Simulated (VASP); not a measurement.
# Mn (P6/mmm) in VASP: single point with PBEsol

Aim: the single point of Mn with PBEsol.

Program: VASP 6.6.1. These are calculated values, not measurements. Logs are shortened: lines on timing, memory, paths and dates and some standing lists are left out, and cuts for length are marked.

## 1. The cell of the first run

The structure is hexagonal, space group P6/mmm (No. 191). The conventional cell has a = 2.538 Å, b = 2.538 Å, c = 2.372 Å, α = 90.00°, β = 90.00°, γ = 120.00°. Mn (site symmetry 6/mmm) has 8 Mn at 2.37 to 2.54 Å within 3.1 Å.

This isn't the form of Mn at room conditions, which is a 58-atom cubic cell.

## 2. Single point, PBEsol, collinear spin, ferromagnetic start

Input file INCAR:

```
PREC = Accurate
ENCUT = 520
EDIFF = 1E-7
ISMEAR = 0
SIGMA = 0.1
LREAL = F
LASPH = T
NELM = 150
ALGO = Normal
ISIF = 2
LWAVE = F
LCHARG = F
ISPIN = 2
MAGMOM = 4
LORBIT = 11
LMAXMIX = 4
GGA = PS
NBANDS = 16
```

Input file KPOINTS:

```
regular mesh
0
Gamma
  9 9 8
```

Input file POSCAR:

```
Mn
1.0
    2.5384469893      0.0000000000      0.0000000000
   -1.2692234946      2.1983595788      0.0000000000
    0.0000000000      0.0000000000      2.3718614056
Mn
1
Direct
    0.0000000000      0.0000000000      0.0000000000
```

Potentials or basis: VASP PAW PBE potentials, release 64 (Mn_pv).

Launch:

```sh
cat potpaw_PBE.64/Mn_pv/POTCAR > POTCAR
mpirun -np 1 vasp_std > vasp.out
```

OUTCAR:

```text
PREC = Accurate
   ENCUT = 520
   EDIFF = 1E-7
   ISMEAR = 0
   LREAL = F
   LASPH = T
   NELM = 150
   ISIF = 2
   ISPIN = 2
   LORBIT = 11
   GGA = PS

 ion  position               nearest neighbor table
   1  0.000  0.000  0.000-

  LATTYP: Found a hexagonal cell.
 ALAT       =     2.5384469893
 C/A-ratio  =     0.9343750000

  Lattice vectors:

 A1 = (   2.5384469893,   0.0000000000,   0.0000000000)
 A2 = (  -1.2692234946,   2.1983595788,   0.0000000000)
 A3 = (   0.0000000000,   0.0000000000,   2.3718614056)

Analysis of symmetry for initial positions (statically):
=====================================================================
 Subroutine PRICEL returns:
 Original cell was already a primitive cell.

 Routine SETGRP: Setting up the symmetry group for a
 hexagonal supercell.

 Subroutine GETGRP returns: Found 24 space group operations
 (whereof 24 operations were pure point group operations)
 out of a pool of 24 trial point group operations.

The static configuration has the point symmetry D_6h.

Analysis of symmetry for dynamics (positions and initial velocities):
=====================================================================
 Subroutine PRICEL returns:
 Original cell was already a primitive cell.

 Routine SETGRP: Setting up the symmetry group for a
 hexagonal supercell.

 Subroutine GETGRP returns: Found 24 space group operations
 (whereof 24 operations were pure point group operations)
 out of a pool of 24 trial point group operations.

The dynamic configuration has the point symmetry D_6h.

Analysis of structural, dynamic, and magnetic symmetry:
=====================================================================
 Subroutine PRICEL returns:
 Original cell was already a primitive cell.

 Routine SETGRP: Setting up the symmetry group for a
 hexagonal supercell.

 Subroutine GETGRP returns: Found 24 space group operations
 (whereof 24 operations were pure point group operations)
 out of a pool of 24 trial point group operations.

The overall configuration has the point symmetry D_6h.

 Subroutine INISYM returns: Found 24 space group operations
 (whereof 24 operations are pure point group operations),
 and found     1 'primitive' translations

----------------------------------------------------------------------------------------

                                     Primitive cell

  volume of cell :      13.2360

  direct lattice vectors                    reciprocal lattice vectors
     2.538446989  0.000000000  0.000000000     0.393941652  0.227442319  0.000000000
    -1.269223495  2.198359579  0.000000000     0.000000000  0.454884637  0.000000000
     0.000000000  0.000000000  2.371861406     0.000000000  0.000000000  0.421609795

  length of vectors
     2.538446989  2.538446989  2.371861406     0.454884637  0.454884637  0.421609795

  position of ions in fractional coordinates (direct lattice)
     0.000000000  0.000000000  0.000000000

  ion indices of the primitive-cell ions
   primitive index   ion index
                 1           1

----------------------------------------------------------------------------------------

 KPOINTS: regular mesh

Automatic generation of k-mesh.
 Grid dimensions read from file:
 generate k-points for:    9    9    8

 Generating k-lattice:

  Cartesian coordinates                     Fractional coordinates (reciprocal lattice)
     0.043771295  0.025271369  0.000000000     0.111111111  0.000000000  0.000000000
     0.000000000  0.050542737  0.000000000     0.000000000  0.111111111  0.000000000
     0.000000000  0.000000000  0.052701224     0.000000000  0.000000000  0.125000000

  Length of vectors
     0.050542737  0.050542737  0.052701224

  Shift w.r.t. Gamma in fractional coordinates (k-lattice)
     0.000000000  0.000000000  0.000000000

 Subroutine IBZKPT returns following result:
 ===========================================

 Found     60 irreducible k-points:

 Following reciprocal coordinates:
            Coordinates               Weight
  0.000000  0.000000  0.000000      1.000000
  0.111111  0.000000  0.000000      6.000000
  0.222222  0.000000  0.000000      6.000000
  0.333333 -0.000000  0.000000      6.000000
  0.444444  0.000000  0.000000      6.000000
  0.111111  0.111111  0.000000      6.000000
[... 16 lines left out ...]
  0.333333  0.222222  0.125000     24.000000
  0.333333  0.333333  0.125000      4.000000
 [... further k-points ...]
   k-points           NKPTS =     60   k-points in BZ     NKDIM =     60   number of bands    NBANDS=     16
   number of dos      NEDOS =    301   number of ions     NIONS =      1
   total plane-waves  NPLWV =   7200
   dimension x,y,z NGX =    20 NGY =   20 NGZ =   18
   dimension x,y,z NGXF=    40 NGYF=   40 NGZF=   36
   ions per type =               1
   NGX,Y,Z   is equivalent  to a cutoff of  13.10, 13.10, 12.62 a.u.
   NGXF,Y,Z  is equivalent  to a cutoff of  26.20, 26.20, 25.23 a.u.
 SYSTEM =  unknown system
   PREC   = accura    normal or accurate (medium, high low for compatibility)
   ISTART =      0    job   : 0-new  1-cont  2-samecut
   ICHARG =      2    charge: 1-file 2-atom 10-const
   ISPIN  =      2    spin polarized calculation?
   LNONCOLLINEAR =      F non collinear calculations
   LSORBIT =      F    spin-orbit coupling
   LASPH  =      T    aspherical Exc in radial PAW
   ENCUT  =  520.0 eV  38.22 Ry    6.18 a.u.   4.72  4.72  4.41*2*pi/ulx,y,z
   NELM   =    150;   NELMIN=  2; NELMDL= -5     # of ELM steps
   EDIFF  = 0.1E-06   stopping-criterion for ELM
   LREAL  =      F    real-space projection
   EDIFFG = 0.1E-05   stopping-criterion for IOM
   NSW    =      0    number of steps for IOM
   IBRION =     -1    ionic relax: 0-MD 1-quasi-New 2-CG
   NFREE  =      0    steps in history (QN), initial steepest desc. (CG)
   ISIF   =      2    stress and relaxation
   ISYM   =      2    0-nonsym 1-usesym 2-fastsym
   POTIM  = 0.5000    time-step for ionic-motion
   TEBEG  =    0.0;   TEEND  =   0.0 temperature during run
   PSTRESS=    0.0 pullay stress
   NELECT =      13.0000    total number of electrons
   NUPDOWN=      -1.0000    fix difference up-down
   EMIN   =  10.00;   EMAX   =-10.00  energy-range for DOS
   EFERMI =   0.00;   METHOD = LEGACY
   ISMEAR =     0;   SIGMA  =   0.10  broadening in eV -4-tet -1-fermi 0-gaus
   EFERMI_NEDOS =   21; number of points for ismear=-14 and -15
   IALGO  =     38    algorithm
   IMIX   =      4    mixing-type and parameters
     AMIX     =   0.40;   BMIX     =  1.00
     AMIX_MAG =   1.60;   BMIX_MAG =  1.00
  volume/ion in A,a.u.               =      13.24        89.32
  Fermi-wavevector in a.u.,A,eV,Ry     =   1.627311  3.075172 36.030148  2.648141
  Thomas-Fermi vector in A             =   2.720127
   LORBIT       =     11    0 simple, 1 ext, 2 COOP (PROOUT), +10 PAW based schemes
   GGA     = PS    functional components
   LHFCALC =     F    Hartree Fock is set to
   AEXX    =    0.0000 exact exchange contribution
   IVDW    =     0    specifies the selected vdW correction
   LEPSILON=     F    determine dielectric tensor
   LRPA    =     F    only Hartree local field effects (RPA)
 spin polarized calculation
 Gauss-broadening in eV      SIGMA  =   0.10
  energy-cutoff  :      520.00
  volume of cell :       13.24
 maximum number of plane-waves:       369
 NGX is ok and might be reduce to    20
   NGX =  9   NGY =  9   NGZ =  9

 number of electron      12.9999998 magnetization       1.9978407

 Free energy of the ion-electron system (eV)
  ---------------------------------------------------
  ext. energy  EPLUGINS =         0.00000000
  ---------------------------------------------------
  free energy    TOTEN  =        -8.85276672 eV

  energy without entropy =       -8.84378383  energy(sigma->0) =       -8.84827528

 E-fermi :   7.8711     XC(G=0): -12.8625

 val. band max:        7.8679746429   @ k =   0.2222   0.1111   0.1250
 cond. band min:       7.8756123413   @ k =   0.4444   0.0000   0.0000
 fundamental gap:      0.0076376983
 Fermi energy:         7.8710590563

 spin component 1

 k-point     1 :       0.0000    0.0000    0.0000
  band No.  band energies     occupation
      1     -40.4982      1.00000
      2     -40.4982      1.00000
      3     -40.4799      1.00000
      4       0.1637      1.00000
      5       4.3612      1.00000
      6       6.2917      1.00000
[... 8 lines left out ...]
     15      34.2527      0.00000
     16      34.2527      0.00000

 k-point     2 :       0.1111    0.0000    0.0000
  band No.  band energies     occupation
      1     -40.5528      1.00000
      2     -40.5109      1.00000
      3     -40.4742      1.00000
      4       0.5895      1.00000
      5       4.4771      1.00000
      6       6.0830      1.00000
[... 8 lines left out ...]
     15      36.9254      0.00000
     16      36.9320      0.00000
[... 387 lines left out ...]
      5       5.3471      1.00000
      6       5.6659      1.00000
[... 8 lines left out ...]
     15      37.5000      0.00000
     16      38.6449      0.00000

 k-point    24 :       0.3333    0.3333    0.1250
  band No.  band energies     occupation
      1     -40.8074      1.00000
      2     -40.8074      1.00000
      3     -40.5097      1.00000
      4       5.2515      1.00000
      5       5.2515      1.00000
      6       5.5821      1.00000
[... 8 lines left out ...]
     15      38.2894      0.00000
     16      40.6731      0.00000

 [... further k-points ...]

 spin component 2

 k-point     1 :       0.0000    0.0000    0.0000
  band No.  band energies     occupation
      1     -38.4423      1.00000
      2     -38.4423      1.00000
      3     -38.2894      1.00000
      4       0.6065      1.00000
      5       5.6664      1.00000
      6       7.9674      0.08653
[... 8 lines left out ...]
     15      34.7976      0.00000
     16      34.7976      0.00000

 k-point     2 :       0.1111    0.0000    0.0000
  band No.  band energies     occupation
      1     -38.5011      1.00000
      2     -38.4559      1.00000
      3     -38.2833      1.00000
      4       1.0351      1.00000
      5       5.7888      1.00000
      6       7.7125      0.98752
[... 8 lines left out ...]
     15      37.5190      0.00000
     16      37.5862      0.00000
[... 387 lines left out ...]
      5       6.5407      1.00000
      6       6.9868      1.00000
[... 8 lines left out ...]
     15      38.5558      0.00000
     16      40.8828      0.00000

 k-point    24 :       0.3333    0.3333    0.1250
  band No.  band energies     occupation
      1     -38.7740      1.00000
      2     -38.7740      1.00000
      3     -38.3207      1.00000
      4       6.4560      1.00000
      5       6.4560      1.00000
      6       6.9096      1.00000
[... 8 lines left out ...]
     15      41.2061      0.00000
     16      41.2061      0.00000

 [... further k-points ...]

------------------------ aborting loop because EDIFF is reached ----------------------------------------

  FORCE on cell =-STRESS in cart. coord.  units (eV):
  Direction    XX          YY          ZZ          XY          YZ          ZX
  --------------------------------------------------------------------------------------
  -------------------------------------------------------------------------------------
  Total       -1.6010339     -1.6010339     -0.8014639     -0.0000000      0.0000000      0.0000000
  in kB     -193.8005409   -193.8005408    -97.0148959     -0.0000000      0.0000000      0.0000000
  external PRESSURE =    -161.5386592 kB  Pullay stress =       0.0000000 kB

 VOLUME and BASIS-vectors are now :
 -----------------------------------------------------------------------------
  energy-cutoff  :      520.00
  volume of cell :       13.24
      direct lattice vectors                 reciprocal lattice vectors
     2.538446989  0.000000000  0.000000000     0.393941652  0.227442319  0.000000000
    -1.269223495  2.198359579  0.000000000     0.000000000  0.454884637  0.000000000
     0.000000000  0.000000000  2.371861406     0.000000000  0.000000000  0.421609795

 POSITION                                       TOTAL-FORCE (eV/Angst)
 -----------------------------------------------------------------------------------
      0.00000      0.00000      0.00000        -0.000000      0.000000      0.000000
 -----------------------------------------------------------------------------------
    total drift:                                0.000000      0.000000     -0.000000

  FREE ENERGIE OF THE ION-ELECTRON SYSTEM (eV)
  ---------------------------------------------------
  free  energy   TOTEN  =        -8.8527667246 eV

  energy  without entropy=       -8.8437838322  energy(sigma->0) =       -8.84827528

 total charge

# of ion       s       p       d       tot
------------------------------------------
    1        0.381   6.275   5.099  11.755

 magnetization (x)

# of ion       s       p       d       tot
------------------------------------------
    1        0.008   0.006   1.947   1.960
```

Wall time 35 s (1 thread of Intel Xeon 8259CL, shared host); peak memory 0.14 GiB.

Results:

```
Free energy                                           : -8.8528 eV
Pressure                                              : -16.2 GPa
Net moment                                            : 2.00 μB per cell
Site moments                                          : Mn +1.96 μB
Valence electrons inside the program's atomic spheres : Mn 11.76
```

Levels at points of the mesh, in eV from the Fermi level:
Spin up:
| k point | band 4 | band 5 | band 6 | band 7 | band 8 | band 9 | band 10 | band 11 |
| --- | --- | --- | --- | --- | --- | --- | --- | --- |
| (0.00, 0.00, 0.00) | -7.71 | -3.51 | -1.58 | -1.58 | 0.49 | 0.49 | 18.59 | 19.74 |
| (0.00, 0.00, 0.50) | -3.75 | -1.19 | -1.19 | -1.05 | -0.92 | -0.92 | 5.32 | 24.18 |
Spin down:
```csv
k point,band 1,band 2,band 3,band 4,band 5,band 6,band 7,band 8,band 9,band 10
"(0.00, 0.00, 0.00)",-46.31,-46.31,-46.16,-7.26,-2.20,0.10,0.10,2.90,2.90,19.23
"(0.00, 0.00, 0.50)",-46.80,-46.26,-46.26,-2.83,-0.72,0.54,0.54,1.34,1.34,6.64
```

Caveat: the stress differs along the axes, from -19 to -10 GPa; the PAW data sets were made with another functional, which shifts forces and pressure a little.
